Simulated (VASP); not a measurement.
**HfN: single point with PBE**

Crystal: HfN.

```xyz
2
Lattice="0.0000 2.2178 2.2178 2.2178 0.0000 2.2178 2.2178 2.2178 0.0000" Properties=species:S:1:pos:R:3 pbc="T T T"
Hf    0.0000    0.0000    0.0000
N     2.2178    2.2178    2.2178
```

```
Program             : VASP 6.6.1
Task                : single point
Functional          : PBE
Potentials or basis : VASP PAW PBE potentials, release 64 (Hf_pv, N)
Cutoff              : 520 eV
k mesh              : 11 × 11 × 11
Occupations         : fermi-dirac, width 0.1 eV
Spin                : no spin polarisation
```

```json
{
 "Pressure": "20.8 GPa"
}
```

Levels at points of the mesh, in eV from the Fermi level:
```csv
k point,band 5,band 6,band 7,band 8,band 9,band 10,band 11,band 12
"(0.00, 0.00, 0.00)",-3.05,-3.05,-3.05,-0.34,-0.34,-0.34,2.15,2.15
```

It took 32 s on 1 thread of AMD EPYC 7R13, with other jobs on the host, peak memory 0.12 GiB.

Caveat: spin-orbit coupling is left out, which moves the levels of the heavy elements.
